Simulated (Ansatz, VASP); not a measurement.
## Two plane-wave programs on AlN

```
Al N
1.0
     0.00000    2.16194    2.20839
     2.16194    0.00000    2.20839
     2.16194    2.16194    0.00000
Al N
1 1
Direct
  0.00000 0.00000 0.00000
  0.25000 0.25000 0.25000
```

Change from the starting cell: epitaxial_xy strain -1.1%.

Alike in both runs: task single point; functional PBE; k mesh 10 × 10 × 10; occupations fermi-dirac, width 0.02 eV; no spin polarisation.

|  | VASP | Ansatz |
| --- | --- | --- |
| version | VASP 6.6.1 | Ansatz 0.2.0 |
| potentials or method | VASP PAW PBE potentials, release 64 (Al, N) | plane waves, PAW |
| plane-wave cutoff (eV) | 520 | 420 |
| valence electrons in the cell | 8 | 8 |

VASP gave:

* gap on the k mesh at the Fermi level (eV): 3.26
* pressure (GPa): 6.5
* traceless stress, the component that is largest in VASP (GPa): -1.98

**Question.** Estimate Ansatz's values.

**Answer.** gap on the k mesh at the Fermi level (eV): 3.27; pressure (GPa): 6.8; traceless stress, the component that is largest in VASP (GPa): -1.96.

With one functional, cell and mesh, what is left measures potentials, basis and numerics.
